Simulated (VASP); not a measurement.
# As (Fd-3m) in VASP: further runs

As is run at these levels: PBEsol; tasks: single point, relaxation of cell and atoms.

Everything below comes from runs of VASP 6.6.1. Logs are shortened: lines on timing, memory, paths and dates and some standing lists are left out, and cuts for length are marked.

## Step 1: The cell of the first run

It takes space group Fd-3m (No. 227, cubic). Conventional cell: a = 6.032 Å, b = 6.032 Å, c = 6.032 Å, α = 90.00°, β = 90.00°, γ = 90.00°. Within 3.4 Å of As (site symmetry -43m) lie 4 As at 2.61 Å.

## Step 2: Single point, PBEsol

Contents of INCAR:

```
PREC = Accurate
ENCUT = 520
EDIFF = 1E-7
ISMEAR = 0
SIGMA = 0.1
LREAL = False
LASPH = True
NELM = 60
ALGO = Normal
ISIF = 2
LWAVE = False
LCHARG = False
GGA = PS
NBANDS = 12
```

Contents of KPOINTS:

```
Automatic mesh
0
Gamma
  6 6 6
```

Contents of POSCAR:

```
As
1.0
    0.0000000000      3.0157625131      3.0157625131
    3.0157625131      0.0000000000      3.0157625131
    3.0157625131      3.0157625131      0.0000000000
As
2
Direct
    0.5000000000      0.5000000000      0.5000000000
    0.7500000000      0.7500000000      0.7500000000
```

Potentials or basis: VASP PAW PBE potentials, release 64 (As).

Command:

```
> cat potpaw_PBE.64/As/POTCAR > POTCAR
> mpirun -np 1 vasp_std > vasp.out
```

OUTCAR:

```text
PREC = Accurate
   ENCUT = 520
   EDIFF = 1E-7
   ISMEAR = 0
   LREAL = False
   LASPH = True
   NELM = 60
   ISIF = 2
   GGA = PS

 ion  position               nearest neighbor table
   1  0.500  0.500  0.500-   2 2.61   2 2.61   2 2.61   2 2.61
   2  0.750  0.750  0.750-   1 2.61   1 2.61   1 2.61   1 2.61

  LATTYP: Found a face centered cubic cell.
 ALAT       =     6.0315250262

  Lattice vectors:

 A1 = (   0.0000000000,   3.0157625131,   3.0157625131)
 A2 = (   3.0157625131,   0.0000000000,   3.0157625131)
 A3 = (   3.0157625131,   3.0157625131,   0.0000000000)

Analysis of symmetry for initial positions (statically):
=====================================================================
 Subroutine PRICEL returns:
 Original cell was already a primitive cell.

 Routine SETGRP: Setting up the symmetry group for a
 face centered cubic supercell.

 Subroutine GETGRP returns: Found 48 space group operations
 (whereof 24 operations were pure point group operations)
 out of a pool of 48 trial point group operations.

The static configuration has the point symmetry T_d .
 The point group associated with its full space group is O_h .

Analysis of symmetry for dynamics (positions and initial velocities):
=====================================================================
 Subroutine PRICEL returns:
 Original cell was already a primitive cell.

 Routine SETGRP: Setting up the symmetry group for a
 face centered cubic supercell.

 Subroutine GETGRP returns: Found 48 space group operations
 (whereof 24 operations were pure point group operations)
 out of a pool of 48 trial point group operations.

The dynamic configuration has the point symmetry T_d .
 The point group associated with its full space group is O_h .

 Subroutine INISYM returns: Found 48 space group operations
 (whereof 24 operations are pure point group operations),
 and found     1 'primitive' translations

----------------------------------------------------------------------------------------

                                     Primitive cell

  volume of cell :      54.8557

  direct lattice vectors                    reciprocal lattice vectors
     0.000000000  3.015762513  3.015762513    -0.165795548  0.165795548  0.165795548
     3.015762513  0.000000000  3.015762513     0.165795548 -0.165795548  0.165795548
     3.015762513  3.015762513  0.000000000     0.165795548  0.165795548 -0.165795548

  length of vectors
     4.264932247  4.264932247  4.264932247     0.287166314  0.287166314  0.287166314

  position of ions in fractional coordinates (direct lattice)
     0.500000000  0.500000000  0.500000000
     0.750000000  0.750000000  0.750000000

  ion indices of the primitive-cell ions
   primitive index   ion index
                 1           1
                 2           2

----------------------------------------------------------------------------------------

 KPOINTS: Automatic mesh

Automatic generation of k-mesh.
 Grid dimensions read from file:
 generate k-points for:    6    6    6

 Generating k-lattice:

  Cartesian coordinates                     Fractional coordinates (reciprocal lattice)
    -0.027632591  0.027632591  0.027632591     0.166666667  0.000000000  0.000000000
     0.027632591 -0.027632591  0.027632591     0.000000000  0.166666667  0.000000000
     0.027632591  0.027632591 -0.027632591     0.000000000  0.000000000  0.166666667

  Length of vectors
     0.047861052  0.047861052  0.047861052

  Shift w.r.t. Gamma in fractional coordinates (k-lattice)
     0.000000000  0.000000000  0.000000000

 Subroutine IBZKPT returns following result:
 ===========================================

 Found     16 irreducible k-points:

 Following reciprocal coordinates:
            Coordinates               Weight
  0.000000  0.000000  0.000000      1.000000
  0.166667  0.000000  0.000000      8.000000
  0.333333  0.000000  0.000000      8.000000
  0.500000  0.000000  0.000000      4.000000
  0.166667  0.166667  0.000000      6.000000
  0.333333  0.166667  0.000000     24.000000
[... 8 lines left out ...]
 -0.333333  0.333333  0.166667     24.000000
 -0.333333  0.500000  0.166667     12.000000
   k-points           NKPTS =     16   k-points in BZ     NKDIM =     16   number of bands    NBANDS=     12
   number of dos      NEDOS =    301   number of ions     NIONS =      2
   total plane-waves  NPLWV =  32768
   dimension x,y,z NGX =    32 NGY =   32 NGZ =   32
   dimension x,y,z NGXF=    64 NGYF=   64 NGZF=   64
   ions per type =               2
   NGX,Y,Z   is equivalent  to a cutoff of  12.47, 12.47, 12.47 a.u.
   NGXF,Y,Z  is equivalent  to a cutoff of  24.95, 24.95, 24.95 a.u.
 SYSTEM =  unknown system
   PREC   = accura    normal or accurate (medium, high low for compatibility)
   ISTART =      0    job   : 0-new  1-cont  2-samecut
   ICHARG =      2    charge: 1-file 2-atom 10-const
   ISPIN  =      1    spin polarized calculation?
   LNONCOLLINEAR =      F non collinear calculations
   LSORBIT =      F    spin-orbit coupling
   LASPH  =      T    aspherical Exc in radial PAW
   ENCUT  =  520.0 eV  38.22 Ry    6.18 a.u.   7.93  7.93  7.93*2*pi/ulx,y,z
   NELM   =     60;   NELMIN=  2; NELMDL= -5     # of ELM steps
   EDIFF  = 0.1E-06   stopping-criterion for ELM
   LREAL  =      F    real-space projection
   EDIFFG = 0.1E-05   stopping-criterion for IOM
   NSW    =      0    number of steps for IOM
   IBRION =     -1    ionic relax: 0-MD 1-quasi-New 2-CG
   NFREE  =      0    steps in history (QN), initial steepest desc. (CG)
   ISIF   =      2    stress and relaxation
   ISYM   =      2    0-nonsym 1-usesym 2-fastsym
   POTIM  = 0.5000    time-step for ionic-motion
   TEBEG  =    0.0;   TEEND  =   0.0 temperature during run
   PSTRESS=    0.0 pullay stress
   NELECT =      10.0000    total number of electrons
   NUPDOWN=      -1.0000    fix difference up-down
   EMIN   =  10.00;   EMAX   =-10.00  energy-range for DOS
   EFERMI =   0.00;   METHOD = LEGACY
   ISMEAR =     0;   SIGMA  =   0.10  broadening in eV -4-tet -1-fermi 0-gaus
   EFERMI_NEDOS =   21; number of points for ismear=-14 and -15
   IALGO  =     38    algorithm
   IMIX   =      4    mixing-type and parameters
     AMIX     =   0.40;   BMIX     =  1.00
     AMIX_MAG =   1.60;   BMIX_MAG =  1.00
  volume/ion in A,a.u.               =      27.43       185.09
  Fermi-wavevector in a.u.,A,eV,Ry     =   0.928256  1.754149 11.723581  0.861659
  Thomas-Fermi vector in A             =   2.054413
   LORBIT       =      0    0 simple, 1 ext, 2 COOP (PROOUT), +10 PAW based schemes
   GGA     = PS    functional components
   LHFCALC =     F    Hartree Fock is set to
   AEXX    =    0.0000 exact exchange contribution
   IVDW    =     0    specifies the selected vdW correction
   LEPSILON=     F    determine dielectric tensor
   LRPA    =     F    only Hartree local field effects (RPA)
 non-spin polarized calculation
 Gauss-broadening in eV      SIGMA  =   0.10
  energy-cutoff  :      520.00
  volume of cell :       54.86
 maximum number of plane-waves:      1492
   NGX = 15   NGY = 15   NGZ = 15

 number of electron      10.0000000 magnetization

 Free energy of the ion-electron system (eV)
  ---------------------------------------------------
  ext. energy  EPLUGINS =         0.00000000
  ---------------------------------------------------
  free energy    TOTEN  =        -9.42848901 eV

  energy without entropy =       -9.42511544  energy(sigma->0) =       -9.42680222

 E-fermi :   3.2378     XC(G=0):  -8.9034

 val. band max:        3.1545842917   @ k =  -0.3333   0.3333   0.1667
 cond. band min:       3.6049662655   @ k =   0.3333   0.1667   0.0000
 fundamental gap:      0.4503819739
 Fermi energy:         3.2378095765

 k-point     1 :       0.0000    0.0000    0.0000
  band No.  band energies     occupation
      1     -10.7766      2.00000
      2      -2.6513      2.00000
      3       0.9936      2.00000
      4       0.9936      2.00000
      5       0.9936      2.00000
      6       3.7599      0.00000
      7       3.7599      0.00000
      8       3.7599      0.00000
      9       7.8558      0.00000
     10      11.0310      0.00000
     11      11.0310      0.00000
     12      12.7708      0.00000

 k-point     2 :       0.1667    0.0000    0.0000
  band No.  band energies     occupation
      1     -10.5289      2.00000
      2      -3.7110      2.00000
      3       0.6662      2.00000
      4       0.6662      2.00000
      5       1.0142      2.00000
      6       4.2402      0.00000
      7       4.2402      0.00000
      8       4.4422      0.00000
      9       8.9587      0.00000
     10      10.3000      0.00000
     11      10.3000      0.00000
     12      12.0058      0.00000

 k-point     3 :       0.3333    0.0000    0.0000
  band No.  band energies     occupation
      1      -9.8716      2.00000
      2      -5.4662      2.00000
      3       0.2057      2.00000
      4       0.2057      2.00000
      5       0.6232      2.00000
      6       4.8515      0.00000
      7       4.8515      0.00000
      8       6.5143      0.00000
      9       9.7024      0.00000
     10      10.5675      0.00000
     11      10.5675      0.00000
     12      12.3864      0.00000
[... 166 lines left out ...]
 k-point    15 :      -0.3333    0.3333    0.1667
  band No.  band energies     occupation
      1      -8.6732      2.00000
      2      -7.1159      2.00000
      3      -1.7437      2.00000
      4      -0.8706      2.00000
      5       3.1546      1.76080
      6       4.7431      0.00000
      7       6.3920      0.00000
      8       6.5435      0.00000
      9       9.1113      0.00000
     10      11.2765      0.00000
     11      12.2895      0.00000
     12      13.7063      0.00000

 k-point    16 :      -0.3333    0.5000    0.1667
  band No.  band energies     occupation
      1      -7.9231      2.00000
      2      -7.9231      2.00000
      3      -1.4311      2.00000
      4      -1.4311      2.00000
      5       3.6146      0.00000
      6       3.6146      0.00000
      7       6.8964      0.00000
      8       6.8964      0.00000
      9      10.5111      0.00000
     10      10.5111      0.00000
     11      13.3818      0.00000
     12      13.3818      0.00000

------------------------ aborting loop because EDIFF is reached ----------------------------------------

  FORCE on cell =-STRESS in cart. coord.  units (eV):
  Direction    XX          YY          ZZ          XY          YZ          ZX
  --------------------------------------------------------------------------------------
  -------------------------------------------------------------------------------------
  Total        0.1156875      0.1156875      0.1156875      0.0000000      0.0000000     -0.0000000
  in kB        3.3789026      3.3789026      3.3789026      0.0000000      0.0000000     -0.0000000
  external PRESSURE =       3.3789026 kB  Pullay stress =       0.0000000 kB

 VOLUME and BASIS-vectors are now :
 -----------------------------------------------------------------------------
  energy-cutoff  :      520.00
  volume of cell :       54.86
      direct lattice vectors                 reciprocal lattice vectors
     0.000000000  3.015762513  3.015762513    -0.165795548  0.165795548  0.165795548
     3.015762513  0.000000000  3.015762513     0.165795548 -0.165795548  0.165795548
     3.015762513  3.015762513  0.000000000     0.165795548  0.165795548 -0.165795548

 POSITION                                       TOTAL-FORCE (eV/Angst)
 -----------------------------------------------------------------------------------
      3.01576      3.01576      3.01576         0.000000      0.000000      0.000000
      4.52364      4.52364      4.52364        -0.000000     -0.000000     -0.000000
 -----------------------------------------------------------------------------------
    total drift:                               -0.000000     -0.000000      0.000000

  FREE ENERGIE OF THE ION-ELECTRON SYSTEM (eV)
  ---------------------------------------------------
  free  energy   TOTEN  =        -9.4284890062 eV

  energy  without entropy=       -9.4251154351  energy(sigma->0) =       -9.42680222
```

Wall time 4 s (1 thread of Intel Xeon 6975P-C (Granite Rapids), shared host); peak memory 0.17 GiB.

Results:

```yaml
Free_energy: -9.4285 eV
Pressure: 0.3 GPa
Band_gap_on_the_k_mesh: zero (band 5 reaches 3.61 eV, above the bottom of band 6 at 2.42 eV)
```

Caveat: the PAW data sets were made with another functional, which shifts forces and pressure a little.

(Continued in part 2 of 2.)
